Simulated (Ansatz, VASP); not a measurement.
**MnAs: VASP beside Ansatz**

INCAR

```
PREC = Accurate ; ENCUT = 520
EDIFF = 1E-6 ; ISMEAR = 0
SIGMA = 0.1 ; LREAL = F
LASPH = T ; NELM = 150
ALGO = Normal ; ISIF = 2
LWAVE = F ; LCHARG = F
ISPIN = 2 ; MAGMOM = 3.14 3.14 -0.12 -0.12
LORBIT = 11 ; LMAXMIX = 4
GGA = PE ; NBANDS = 30
```

The input KPOINTS:

```
regular mesh
0
Gamma
  12 12 8
```

File POSCAR:

```
MnAs
1.0
    3.6560466426      0.0000000000      0.0000000000
   -1.8280233213      3.1662292699      0.0000000000
    0.0000000000      0.0000000000      5.5024475078
Mn As
2 2
Direct
    0.0000000000      0.0000000000      0.0000000000
    0.0000000000      0.0000000000      0.5000000000
    0.3333333333      0.6666666667      0.2500000000
    0.6666666667      0.3333333333      0.7500000000
```

Input for Ansatz:

```yaml
crystal:
  lattice:
    - [3.6560466349, 0.0, 0.0]
    - [-1.8280233175, 3.1662292633, 0.0]
    - [0.0, 0.0, 5.5024475035]
  atoms:
    - { symbol: Mn, position: [0.0, 0.0, 0.0], spin: 3.14 }
    - { symbol: Mn, position: [0.0, 0.0, 0.5], spin: 3.14 }
    - { symbol: As, position: [0.3333333333, 0.6666666667, 0.25], spin: -0.12 }
    - { symbol: As, position: [0.6666666667, 0.3333333333, 0.75], spin: -0.12 }
basis:
  ecutwfc: 420
kpoints:
  mp_grid: { grid: [12, 12, 8] }
  band_path:
    path:
      - [[0.0, 0.0, 0.0], [0.5, 0.0, 0.0], [0.33333333, 0.33333333, 0.0], [0.0, 0.0, 0.0], [0.0, 0.0, 0.5], [0.5, 0.0, 0.5], [0.33333333, 0.33333333, 0.5], [0.0, 0.0, 0.5]]
      - [[0.5, 0.0, 0.5], [0.5, 0.0, 0.0]]
      - [[0.33333333, 0.33333333, 0.5], [0.33333333, 0.33333333, 0.0]]
    npoints: 14
hamiltonian:
  xc: pbe
scf:
  occupations: { method: gaussian, width: 0.1 }
  n_extra_bands: 10
output:
  forces: true
  stress: true
  eigenvalues: true
  populations: true
  dos: { projected: true, de: 0.02, nscf_kmesh: { grid: [18, 18, 12] } }
  bader: true
magnetization:
  spin_polarized: true
checkpoint:
  read: start.run
  write: ck
  compress: false
  write_wavefunctions: false
  write_every: 100000
```

Alike in both runs: task single point; functional PBE; k mesh 12 × 12 × 8; occupations gaussian, width 0.1 eV; collinear spin.

|  | VASP | Ansatz |
| --- | --- | --- |
| version | VASP 6.6.1 | Ansatz 0.2.0 |
| potentials or method | VASP PAW PBE potentials, release 64 (Mn_pv, As), cutoff 520 eV | scalar-relativistic, plane waves, PAW |
| valence electrons in the cell | 36 | 60 |

VASP gave:

- gap on the k mesh at the Fermi level (eV): none
- pressure (GPa): 0.1
- net moment per atom (μB): 1.42
- size of the moment on the site where the two differ most (μB): 2.91

Q: What did Ansatz give for the same quantities?

A: gap on the k mesh at the Fermi level (eV): none; pressure (GPa): 0.0; net moment per atom (μB): 1.42; size of the moment on the site where the two differ most (μB): 2.85.

Site moments also hang on the region over which each program counts them. A gap of «none» marks a metal or a gap that the smearing closes. VASP's potentials hold 36 valence electrons a cell and Ansatz's 60, so a difference there can come from the potentials and not from the codes. Ansatz's warnings: stability check not made.
